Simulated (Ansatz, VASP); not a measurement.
GaP: VASP beside Ansatz

The input POSCAR:

```
GaP
1.0
    0.0000000000      2.7253992947      2.7253992947
    2.7253992947      0.0000000000      2.7253992947
    2.7253992947      2.7253992947      0.0000000000
Ga P
1 1
Direct
    0.0000000000      0.0000000000      0.0000000000
    0.2500000000      0.2500000000      0.2500000000
```

The input INCAR.step1:

```
SYSTEM = GaP
PREC = Accurate
ENCUT = 520
EDIFF = 1E-5
ISMEAR = 0
SIGMA = 0.01
LREAL = .FALSE.
LASPH = .TRUE.
NELM = 100
ALGO = Normal
ISIF = 2
LWAVE = .TRUE.
LCHARG = .FALSE.
GGA = PE
NBANDS = 16
```

The input INCAR.step2:

```
SYSTEM = GaP
PREC = Accurate
ENCUT = 520
EDIFF = 1E-7
ISMEAR = 0
SIGMA = 0.01
LREAL = .FALSE.
LASPH = .TRUE.
NELM = 100
ALGO = Normal
ISIF = 2
LWAVE = .FALSE.
LCHARG = .FALSE.
GGA = PE
LHFCALC = .TRUE.
HFSCREEN = 0.2079
PRECFOCK = Normal
ISTART = 1
NBANDS = 16
```

File KPOINTS:

```
Automatic mesh
0
G
  6 6 6
  0 0 0
```

Input for Ansatz:

```yaml
crystal:
  lattice:
    - [0.0, 2.7253992947, 2.7253992947]
    - [2.7253992947, 0.0, 2.7253992947]
    - [2.7253992947, 2.7253992947, 0.0]
  atoms:
    - { symbol: Ga, position: [0.0, 0.0, 0.0] }
    - { symbol: P, position: [0.25, 0.25, 0.25] }
kpoints:
  mp_grid: { grid: [6, 6, 6] }
  band_path:
    path:
      - [0.0, 0.0, 0.0]
      - [-0.5, -0.5, 0.0]
      - [-0.375, -0.375, 0.25]
      - [-0.375, 0.0, 0.375]
      - [0.0, 0.0, 0.5]
      - [-0.5, -0.25, 0.25]
      - [0.0, 0.424479, 0.424479]
    npoints: 1
hamiltonian:
  xc: hse06
scf:
  occupations: { method: fixed }
  n_extra_bands: 4
output:
  forces: true
  stress: true
  eigenvalues: true
```

Alike in both runs: task single point; functional HSE06; k mesh 6 × 6 × 6; no spin polarisation.

|  | VASP | Ansatz |
| --- | --- | --- |
| version | VASP 6.6.1 | Ansatz 0.2.0 |
| potentials or method | VASP PAW PBE potentials, release 64 (Ga_d, P) | plane waves, PAW |
| plane-wave cutoff (eV) | 520 | 420 |
| occupations | gaussian, width 0.01 eV | fixed |
| valence electrons in the cell | 18 | 18 |

```csv
,VASP,Ansatz,Ansatz less VASP
gap on the k mesh at the Fermi level (eV),2.29,2.29,-0.003
pressure (GPa),0.5,0.7,+0.19
```

Ansatz's warnings: stress exchange threshold loose, stress scf threshold loose.
